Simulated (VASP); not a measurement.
Runs of VASP 6.6.1 on La2O3. The structure is that of space group P-3m1 (No. 164), or close to it. The cells are those of the table. 

```csv
task,level,potentials or basis,U,cell,k mesh,cutoff (eV),smearing,dipole correction,tolerance level,purpose,gap on the mesh (eV),pressure (GPa),V0 of scaled cells (Å³/atom),relaxed volume (Å³/atom),B0 (GPa),largest force (eV/Å)
equation of state,AM05,"VASP PAW PBE potentials, release 64 (La, O)",-,"a = 3.931, b = 3.931, c = 6.112 Å, angles 90.0, 90.0, 120.0°, 5 atoms",7 × 7 × 4,520,gaussian 0.03 eV,-,standard,equation of state,-,-,16.05,-,137,-
relaxation of cell and atoms,LDA+U,"VASP PAW LDA potentials, release 64 (La, O)",La f U = 3.0 eV,"relaxed from a = 3.931, b = 3.931, c = 6.112 Å, angles 90.0, 90.0, 120.0°, 5 atoms",8 × 8 × 5,600,fermi-dirac 0.05 eV,no,-,-,3.81,0.0,-,(a),-,-
single point,PBE,"VASP PAW PBE potentials, release 64 (La, O)",-,"a = 3.957, b = 3.957, c = 6.152 Å, angles 90.0, 90.0, 120.0°, 5 atoms",8 × 8 × 5,520,fermi-dirac 0.05 eV,no,-,-,3.87,-1.0,-,-,-,0.14
relaxation of cell and atoms,LDA+U,"VASP PAW LDA potentials, release 64 (La, O)",La f U = 2.0 eV,"relaxed from a = 3.931, b = 3.931, c = 6.112 Å, angles 90.0, 90.0, 120.0°, 5 atoms",8 × 8 × 5,600,fermi-dirac 0.05 eV,no,-,-,3.81,0.0,-,15.72,-,0.01
equation of state,AM05,"VASP PAW PBE potentials, release 64 (La, O)",-,"a = 3.931, b = 3.931, c = 6.112 Å, angles 90.0, 90.0, 120.0°, 5 atoms",10 × 10 × 6,840,gaussian 0.03 eV,-,standard,equation of state,-,-,16.05,-,137,-
```

Alike in all rows: no spin polarisation.

Q: Estimate the missing entries.

A: (a) 15.82.

Caveats: spin-orbit coupling is left out, which moves the levels of the heavy elements; an odd mesh through Γ misses points on the zone boundary, where band edges can lie (at least some runs); the cell was scaled at fixed shape and fractional positions, which overstates the stiffness of a crystal with free parameters, most of all of layers and chains (at least some runs); the PAW data sets were made with another functional, which shifts forces and pressure a little (at least some runs).

A k mesh can miss the band edges, and the runs leave out spin-orbit coupling on La.
